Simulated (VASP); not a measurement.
# Nb2B3C (P4/mmm) in VASP: notebook, part 2 of 2

VASP 6.6.1. The steps go on from the part before.

### Step 3. Single point, PBE, collinear spin

The input, INCAR:

```
SYSTEM = Nb2B3C
ALGO     = Normal         ! electronic algorithm
EDIFF    = 1E-7           ! SCF threshold, eV
ENCUT    = 520            ! plane-wave cutoff, eV
GGA      = PE             ! functional
ISIF     = 2              ! what is computed and relaxed
ISMEAR   = 0              ! smearing method
ISPIN    = 2              ! spin polarisation
LASPH    = .True.         ! aspherical terms in the spheres
LCHARG   = .True.         ! write CHGCAR
LELF     = .True.         ! ELF
LMAXMIX  = 4              ! l up to which the mixer works
LORBIT   = 11             ! projections on sites
LREAL    = .False.        ! projectors in reciprocal space
LVHAR    = .True.       
LWAVE    = .False.        ! write WAVECAR
MAGMOM   = 1 1 0 0 0 0    ! initial moments
NBANDS   = 32             ! bands
NELM     = 150            ! most SCF steps
PREC     = Accurate       ! precision mode
SIGMA    = 0.1            ! smearing width, eV
```

The input, KPOINTS:

```
k-points
0
Gamma
  6 6 2
  0 0 0
```

The input, POSCAR:

```
Nb2B3C
1.0
    3.0959231108      0.0000000000      0.0000000000
    0.0000000000      3.0959231108      0.0000000000
    0.0000000000      0.0000000000      8.0312913927
Nb B C
2 3 1
Direct
    0.0000000000      0.0000000000      0.5000000000
    0.5000000000      0.5000000000      0.0000000000
    0.5000000000      0.5000000000      0.5000000000
    0.5000000000      0.5000000000      0.6999464406
    0.5000000000      0.5000000000      0.3000535594
    0.0000000000      0.0000000000      0.0000000000
```

Potentials or basis: VASP PAW PBE potentials, release 64 (Nb_sv, B, C).

Run with:

```bash
$ cat potpaw_PBE.64/Nb_sv/POTCAR potpaw_PBE.64/B/POTCAR potpaw_PBE.64/C/POTCAR > POTCAR
$ mpirun -np 1 vasp_std > vasp.out
```

OUTCAR:

```text
SYSTEM = Nb2B3C
   EDIFF = 1E-7
   ENCUT = 520
   GGA = PE
   ISIF = 2
   ISMEAR = 0
   ISPIN = 2
   LASPH = .True.
   LORBIT = 11
   LREAL = .False.
   NELM = 150
   PREC = Accurate

 ion  position               nearest neighbor table
   1  0.000  0.000  0.500-   3 2.19   3 2.19   3 2.19   3 2.19
   2  0.500  0.500  0.000-   6 2.19   6 2.19   6 2.19   6 2.19   4 2.41   5 2.41
   3  0.500  0.500  0.500-   4 1.61   5 1.61   1 2.19   1 2.19   1 2.19   1 2.19
   4  0.500  0.500  0.700-   3 1.61   2 2.41
   5  0.500  0.500  0.300-   3 1.61   2 2.41
   6  0.000  0.000  0.000-   2 2.19   2 2.19   2 2.19   2 2.19

  LATTYP: Found a simple tetragonal cell.
 ALAT       =     3.0959231108
 C/A-ratio  =     2.5941507929

  Lattice vectors:

 A1 = (   3.0959231108,   0.0000000000,   0.0000000000)
 A2 = (   0.0000000000,   3.0959231108,   0.0000000000)
 A3 = (   0.0000000000,   0.0000000000,   8.0312913927)

Analysis of symmetry for initial positions (statically):
=====================================================================
 Subroutine PRICEL returns:
 Original cell was already a primitive cell.

 Routine SETGRP: Setting up the symmetry group for a
 simple tetragonal supercell.

 Subroutine GETGRP returns: Found 16 space group operations
 (whereof 16 operations were pure point group operations)
 out of a pool of 16 trial point group operations.

The static configuration has the point symmetry D_4h.

Analysis of symmetry for dynamics (positions and initial velocities):
=====================================================================
 Subroutine PRICEL returns:
 Original cell was already a primitive cell.

 Routine SETGRP: Setting up the symmetry group for a
 simple tetragonal supercell.

 Subroutine GETGRP returns: Found 16 space group operations
 (whereof 16 operations were pure point group operations)
 out of a pool of 16 trial point group operations.

The dynamic configuration has the point symmetry D_4h.

Analysis of structural, dynamic, and magnetic symmetry:
=====================================================================
 Subroutine PRICEL returns:
 Original cell was already a primitive cell.

 Routine SETGRP: Setting up the symmetry group for a
 simple tetragonal supercell.

 Subroutine GETGRP returns: Found 16 space group operations
 (whereof 16 operations were pure point group operations)
 out of a pool of 16 trial point group operations.

The overall configuration has the point symmetry D_4h.

 Subroutine INISYM returns: Found 16 space group operations
 (whereof 16 operations are pure point group operations),
 and found     1 'primitive' translations

----------------------------------------------------------------------------------------

                                     Primitive cell

  volume of cell :      76.9778

  direct lattice vectors                    reciprocal lattice vectors
     3.095923111  0.000000000  0.000000000     0.323005438  0.000000000  0.000000000
     0.000000000  3.095923111  0.000000000     0.000000000  0.323005438  0.000000000
     0.000000000  0.000000000  8.031291393     0.000000000  0.000000000  0.124512977

  length of vectors
     3.095923111  3.095923111  8.031291393     0.323005438  0.323005438  0.124512977

  position of ions in fractional coordinates (direct lattice)
     0.000000000  0.000000000  0.500000000
     0.500000000  0.500000000  0.000000000
[... 88 lines left out ...]
   POTIM  = 0.5000    time-step for ionic-motion
   TEBEG  =    0.0;   TEEND  =   0.0 temperature during run
   PSTRESS=    0.0 pullay stress
   NELECT =      39.0000    total number of electrons
   NUPDOWN=      -1.0000    fix difference up-down
   EMIN   =  10.00;   EMAX   =-10.00  energy-range for DOS
   EFERMI =   0.00;   METHOD = LEGACY
   ISMEAR =     0;   SIGMA  =   0.10  broadening in eV -4-tet -1-fermi 0-gaus
   EFERMI_NEDOS =   21; number of points for ismear=-14 and -15
   IALGO  =     38    algorithm
   IMIX   =      4    mixing-type and parameters
     AMIX     =   0.40;   BMIX     =  1.00
     AMIX_MAG =   1.60;   BMIX_MAG =  1.00
  volume/ion in A,a.u.               =      12.83        86.58
  Fermi-wavevector in a.u.,A,eV,Ry     =   1.305092  2.466266 23.174329  1.703265
  Thomas-Fermi vector in A             =   2.435984
   LORBIT       =     11    0 simple, 1 ext, 2 COOP (PROOUT), +10 PAW based schemes
   GGA     = PE    functional components
   LHFCALC =     F    Hartree Fock is set to
   AEXX    =    0.0000 exact exchange contribution
   IVDW    =     0    specifies the selected vdW correction
   LEPSILON=     F    determine dielectric tensor
   LRPA    =     F    only Hartree local field effects (RPA)
 spin polarized calculation
 Gauss-broadening in eV      SIGMA  =   0.10
  energy-cutoff  :      520.00
  volume of cell :       76.98
 maximum number of plane-waves:      2092
 NGX is ok and might be reduce to    24
   NGX = 11   NGY = 11   NGZ = 29

 number of electron      38.9999999 magnetization       0.0001906

 Free energy of the ion-electron system (eV)
  ---------------------------------------------------
  ext. energy  EPLUGINS =         0.00000000
  ---------------------------------------------------
  free energy    TOTEN  =       -45.77692968 eV

  energy without entropy =      -45.75694207  energy(sigma->0) =      -45.76693588

 E-fermi :   6.9074     XC(G=0): -11.2527

 val. band max:        6.8960768246   @ k =   0.3333   0.3333   0.5000
 cond. band min:       6.9254498438   @ k =   0.0000   0.0000   0.5000
 fundamental gap:      0.0293730192
 Fermi energy:         6.9074466574

 spin component 1

 k-point     1 :       0.0000    0.0000    0.0000
  band No.  band energies     occupation
      1     -48.2710      1.00000
      2     -47.8768      1.00000
      3     -24.2970      1.00000
      4     -24.2162      1.00000
      5     -24.2162      1.00000
      6     -23.9573      1.00000
[... 669 lines left out ...]
     30      11.6669      0.00000
     31      12.5133      0.00000
 Fermi energy:         6.9074466574

 spin component 2

 k-point     1 :       0.0000    0.0000    0.0000
  band No.  band energies     occupation
      1     -48.2709      1.00000
      2     -47.8768      1.00000
      3     -24.2969      1.00000
      4     -24.2161      1.00000
      5     -24.2161      1.00000
      6     -23.9573      1.00000
[... 669 lines left out ...]
     30      11.6670      0.00000
     31      12.5133      0.00000
 [bands above 31 left out]

------------------------ aborting loop because EDIFF is reached ----------------------------------------

  FORCE on cell =-STRESS in cart. coord.  units (eV):
  Direction    XX          YY          ZZ          XY          YZ          ZX
  --------------------------------------------------------------------------------------
  -------------------------------------------------------------------------------------
  Total        0.0519276      0.0519276     -0.5972989      0.0000000     -0.0000000      0.0000000
  in kB        1.0807938      1.0807938    -12.4318727      0.0000000     -0.0000000      0.0000000
  external PRESSURE =      -3.4234284 kB  Pullay stress =       0.0000000 kB

 VOLUME and BASIS-vectors are now :
 -----------------------------------------------------------------------------
  energy-cutoff  :      520.00
  volume of cell :       76.98
      direct lattice vectors                 reciprocal lattice vectors
     3.095923111  0.000000000  0.000000000     0.323005438  0.000000000  0.000000000
     0.000000000  3.095923111  0.000000000     0.000000000  0.323005438  0.000000000
     0.000000000  0.000000000  8.031291393     0.000000000  0.000000000  0.124512977

 POSITION                                       TOTAL-FORCE (eV/Angst)
 -----------------------------------------------------------------------------------
      0.00000      0.00000      4.01565        -0.000000      0.000000      0.000000
      1.54796      1.54796      0.00000        -0.000000      0.000000      0.000000
      1.54796      1.54796      4.01565        -0.000000      0.000000      0.000000
      1.54796      1.54796      5.62147         0.000000     -0.000000     -0.012033
      1.54796      1.54796      2.40982        -0.000000     -0.000000      0.012033
      0.00000      0.00000      0.00000        -0.000000      0.000000      0.000000
 -----------------------------------------------------------------------------------
    total drift:                                0.000000     -0.000000     -0.000000

  FREE ENERGIE OF THE ION-ELECTRON SYSTEM (eV)
  ---------------------------------------------------
  free  energy   TOTEN  =       -45.7769296845 eV

  energy  without entropy=      -45.7569420668  energy(sigma->0) =      -45.76693588

 total charge

# of ion       s       p       d       tot
------------------------------------------
    1        2.161   6.050   2.491  10.701
    2        2.193   6.081   2.285  10.558
    3        0.792   1.470   0.000   2.262
    4        0.737   0.946   0.000   1.683
    5        0.737   0.946   0.000   1.683
    6        0.925   1.398   0.000   2.323
--------------------------------------------------
tot          7.546  16.890   4.775  29.211

 magnetization (x)

# of ion       s       p       d       tot
------------------------------------------
    1        0.000   0.000   0.000   0.000
    2        0.000   0.000   0.000   0.000
    3       -0.000   0.000   0.000  -0.000
    4       -0.000   0.000   0.000   0.000
    5       -0.000   0.000   0.000   0.000
    6        0.000  -0.000   0.000  -0.000
--------------------------------------------------
tot          0.000   0.000   0.000   0.000
```

Run time: 54 s. Hardware: 1 thread of Intel Xeon 6975P-C (Granite Rapids), shared host; peak memory 0.24 GiB.

Results:

* Free energy: -45.7769 eV
* Pressure: -0.3 GPa
* Largest force: 0.012 eV/Å
* Net moment: 0.00 μB per cell
* Valence electrons inside the program's atomic spheres: Nb 10.70, 10.56; B 2.26, 1.68 (each value once); C 2.32

Forces in eV/Å, atoms in the order of the input:
```
Nb   0.000  0.000  0.000
Nb   0.000  0.000  0.000
B    0.000  0.000  0.000
B    0.000  0.000 -0.012
B    0.000  0.000  0.012
C    0.000  0.000  0.000
```

Levels at points of the mesh, in eV from the Fermi level:
Spin up:
| k point | band 16 | band 17 | band 18 | band 19 | band 20 | band 21 | band 22 | band 23 | band 24 | band 25 |
| --- | --- | --- | --- | --- | --- | --- | --- | --- | --- | --- |
| (0.00, 0.00, 0.00) | -0.04 | 0.04 | 0.04 | 0.10 | 0.10 | 0.84 | 0.84 | 1.33 | 1.51 | 2.08 |
| (0.50, 0.00, 0.00) | -3.49 | -3.26 | -1.39 | -0.94 | -0.20 | 1.76 | 2.02 | 2.88 | 3.25 | 3.85 |
| (0.50, 0.50, 0.00) | -2.57 | -1.06 | -1.06 | -0.11 | -0.11 | 0.13 | 0.42 | 1.04 | 3.43 | 3.83 |
| (0.00, 0.00, 0.50) | -0.35 | 0.02 | 0.02 | 0.12 | 0.12 | 0.86 | 0.86 | 1.51 | 2.11 | 2.11 |
| (0.50, 0.00, 0.50) | -3.49 | -2.72 | -1.81 | -1.53 | -0.46 | 1.77 | 2.23 | 2.88 | 3.33 | 3.84 |
| (0.50, 0.50, 0.50) | -1.92 | -1.04 | -1.04 | -0.67 | -0.21 | -0.21 | -0.15 | 1.51 | 3.98 | 4.55 |
Spin down:
```
           k point  band 17  band 18  band 19  band 20  band 21  band 22  band 23  band 24
(0.00, 0.00, 0.00)     0.04     0.04     0.10     0.10     0.84     0.84     1.33     1.51
(0.50, 0.00, 0.00)    -3.26    -1.39    -0.94    -0.20     1.76     2.02     2.88     3.25
(0.50, 0.50, 0.00)    -1.06    -1.06    -0.11    -0.11     0.13     0.42     1.04     3.43
(0.00, 0.00, 0.50)     0.02     0.02     0.12     0.12     0.86     0.86     1.51     2.11
(0.50, 0.00, 0.50)    -2.72    -1.81    -1.53    -0.46     1.77     2.23     2.88     3.33
(0.50, 0.50, 0.50)    -1.04    -1.04    -0.67    -0.21    -0.21    -0.15     1.51     3.98
```

Caveat: the k points lie up to 0.39 Å⁻¹ apart.

### Step 4. Relaxation of cell and atoms, PBE

This run uses another cell than the first one, of 13.88 Å³/atom.

The input, INCAR:

```
SYSTEM = Nb2B3C
PREC     = Accurate       ! precision mode
ENCUT    = 600            ! plane-wave cutoff, eV
EDIFF    = 1E-7           ! SCF threshold, eV
ISMEAR   = 0              ! smearing method
SIGMA    = 0.1            ! smearing width, eV
LREAL    = .False.        ! projectors in reciprocal space
LASPH    = .True.         ! aspherical terms in the spheres
NELM     = 60             ! most SCF steps
ALGO     = Normal         ! electronic algorithm
ISIF     = 3              ! what is computed and relaxed
LWAVE    = .False.        ! write WAVECAR
LCHARG   = .False.        ! write CHGCAR
GGA      = PE             ! functional
IBRION   = 2              ! ionic algorithm
NSW      = 90             ! ionic steps
EDIFFG   = -0.04          ! ionic threshold
```

The input, KPOINTS:

```
regular mesh
0
Gamma
  6 6 4
  0 0 0
```

The input, POSCAR:

```
Nb2B3C
1.0
    3.4424538300      0.0000000000      0.0000000000
    0.0000000000      3.4424538300      0.0000000000
    0.0000000000      0.0000000000      7.0256785300
Nb B C
2 3 1
Direct
    0.0000000000      0.0000000000      0.5000000000
    0.5000000000      0.5000000000      0.0000000000
    0.5000000000      0.5000000000      0.5000000000
    0.5000000000      0.5000000000      0.7352805700
    0.5000000000      0.5000000000      0.2647194300
    0.0000000000      0.0000000000      0.0000000000
```

Run with:

```bash
$ cat potpaw_PBE.64/Nb_sv/POTCAR potpaw_PBE.64/B/POTCAR potpaw_PBE.64/C/POTCAR > POTCAR
$ mpirun -np 1 vasp_std > vasp.out
```

Run time: 5 min. Hardware: 1 thread of Intel Xeon 6975P-C (Granite Rapids), shared host; peak memory 0.23 GiB.

It converged, with:

```yaml
Free_energy: -45.7901 eV
Relaxed_volume: 12.81 Å³/atom
Relaxed_cell: a = 3.094 Å, b = 3.094 Å, c = 8.028 Å, α = 90.00°, β = 90.00°, γ = 90.00°
Space_group_after_relaxing_to_0.1_Å: P4/mmm (No. 123)
Energy_gained_by_relaxing: 711.1 meV/atom
Ionic_steps: 10
Pressure_after_relaxing: 0.0 GPa
Largest_force_after_relaxing: 0.024 eV/Å
Band_gap_on_the_k_mesh: zero (an odd number of electrons rules out a gap without spin polarisation)
```

Forces in eV/Å, atoms in the order of the input:
```
Nb   0.000  0.000  0.000
Nb   0.000  0.000  0.000
B    0.000  0.000  0.000
B    0.000  0.000 -0.024
B    0.000  0.000  0.024
C    0.000  0.000  0.000
```

Step by step:
```tsv
step	energy change (eV)	largest force (eV/Å)	pressure (GPa)	volume (Å³)
1	0.0000	6.6688	-10.31	83.26
2	-3.7944	2.8849	17.23	71.64
3	-4.0855	1.2983	7.06	73.89
4	-4.0919	1.0655	5.89	74.21
5	-4.2428	0.4400	-3.34	78.32
6	-4.2588	0.1459	-1.14	77.17
7	-4.2590	0.1725	-1.36	77.28
8	-4.2650	0.0713	0.93	76.47
9	-4.2659	0.0961	0.31	76.68
10	-4.2667	0.0242	0.05	76.85
```

Final structure:
```yaml
crystal:
  lattice:
    - [3.09398, 0.00000, 0.00000]
    - [0.00000, 3.09398, 0.00000]
    - [0.00000, 0.00000, 8.02822]
  atoms:
    - { symbol: Nb, position: [0.00000, 0.00000, 0.50000] }
    - { symbol: Nb, position: [0.50000, 0.50000, 0.00000] }
    - { symbol: B, position: [0.50000, 0.50000, 0.50000] }
    - { symbol: B, position: [0.50000, 0.50000, 0.70027] }
    - { symbol: B, position: [0.50000, 0.50000, 0.29973] }
    - { symbol: C, position: [0.00000, 0.00000, 0.00000] }
```

Levels at points of the mesh, in eV from the Fermi level:
```
           k point  band 18  band 19  band 20  band 21  band 22  band 23
(0.00, 0.00, 0.00)     0.07     0.13     0.13     0.91     0.91     1.40
(0.50, 0.00, 0.00)    -1.37    -0.88    -0.16     1.78     2.06     2.91
(0.50, 0.50, 0.00)    -1.00    -0.07    -0.07     0.20     0.48     1.05
(0.00, 0.00, 0.50)     0.05     0.14     0.14     0.92     0.92     1.53
(0.50, 0.00, 0.50)    -1.75    -1.50    -0.44     1.78     2.28     2.90
(0.50, 0.50, 0.50)    -0.97    -0.62    -0.17    -0.17    -0.10     1.54
```

### Step 5. Summary

| task | spin | cell | k mesh | cutoff (eV) | gap on the mesh (eV) | pressure (GPa) | largest force (eV/Å) |
| --- | --- | --- | --- | --- | --- | --- | --- |
| single point | off | a = 3.100, b = 3.100, c = 8.010 Å, 6 atoms, atomic positions A | 12 × 12 × 6 | 520 | none | -0.2 | 0.02 |
| single point | collinear | a = 3.096, b = 3.096, c = 8.031 Å, 6 atoms, atomic positions A | 6 × 6 × 2 | 520 | none | -0.3 | 0.01 |
| relaxation of cell and atoms | off | relaxed from a = 3.442, b = 3.442, c = 7.026 Å, 6 atoms, atomic positions B | 6 × 6 × 4 | 600 | none | 0.0 | 0.02 |

Alike in all rows: level PBE; potentials or basis VASP PAW PBE potentials, release 64 (Nb_sv, B, C); smearing gaussian 0.1 eV.

Caveats: some runs use coarse meshes.

Total energies depend on the potentials used, so only differences within one code and one set of settings carry meaning.
